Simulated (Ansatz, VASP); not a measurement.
# CdSe: VASP beside Ansatz

The input INCAR:

```
PREC     = Accurate       # precision mode
ENCUT    = 500            # plane-wave cutoff, eV
EDIFF    = 1E-6           # SCF threshold, eV
ISMEAR   = 0              # smearing method
SIGMA    = 0.01           # smearing width, eV
LREAL    = F              # projectors in reciprocal space
LASPH    = T              # aspherical terms in the spheres
NELM     = 120            # most SCF steps
ALGO     = Normal         # electronic algorithm
ISIF     = 2              # what is computed and relaxed
LWAVE    = F              # write WAVECAR
LCHARG   = T              # write CHGCAR
GGA      = CA             # functional
LELF     = T              # ELF
LVHAR    = T            
NBANDS   = 16             # bands
GGA_COMPAT= F
```

Contents of KPOINTS:

```
regular mesh
0
Gamma
  6 6 6
```

Contents of POSCAR:

```
CdSe
1.0
    0.0000000000      3.0702710000      3.0702710000
    3.0702710000      0.0000000000      3.0702710000
    3.0702710000      3.0702710000      0.0000000000
Cd Se
1 1
Direct
    0.0000000000      0.0000000000      0.0000000000
    0.7500000000      0.7500000000      0.7500000000
```

Input for Ansatz:

```yaml
crystal:
  lattice:
    - [0.0, 3.070271, 3.070271]
    - [3.070271, 0.0, 3.070271]
    - [3.070271, 3.070271, 0.0]
  atoms:
    - { symbol: Cd, position: [0.0, 0.0, 0.0] }
    - { symbol: Se, position: [0.75, 0.75, 0.75] }
basis:
  ecutwfc: 462.593566181796
kpoints:
  mp_grid:
    grid: [6, 6, 6]
    shift: [0.0, 0.0, 0.0]
hamiltonian:
  xc: lda
  pseudopotentials:
    kind: paw
scf:
  convergence:
    dr2_threshold: 1.0e-10
  occupations:
    method: fixed
output:
  eigenvalues: true
```

Alike in both runs: task single point; functional LDA; k mesh 6 × 6 × 6; no spin polarisation.

|  | VASP | Ansatz |
| --- | --- | --- |
| version | VASP 6.6.1 | Ansatz 0.2.0 |
| potentials or method | VASP PAW LDA potentials, release 64 (Cd, Se), cutoff 500 eV | plane waves, PAW |
| occupations | gaussian, width 0.01 eV | fixed |
| valence electrons in the cell | 18 | 36 |

Ansatz gave:

```
gap on the k mesh at the Fermi level (eV) : 0.27
```

Which values does VASP return?

gap on the k mesh at the Fermi level (eV): 0.30.

LDA's correlation is that of Perdew and Zunger in VASP and of Perdew and Wang (1992) in Ansatz. VASP's potentials hold 18 valence electrons a cell and Ansatz's 36, so a difference there can come from the potentials and not from the codes.
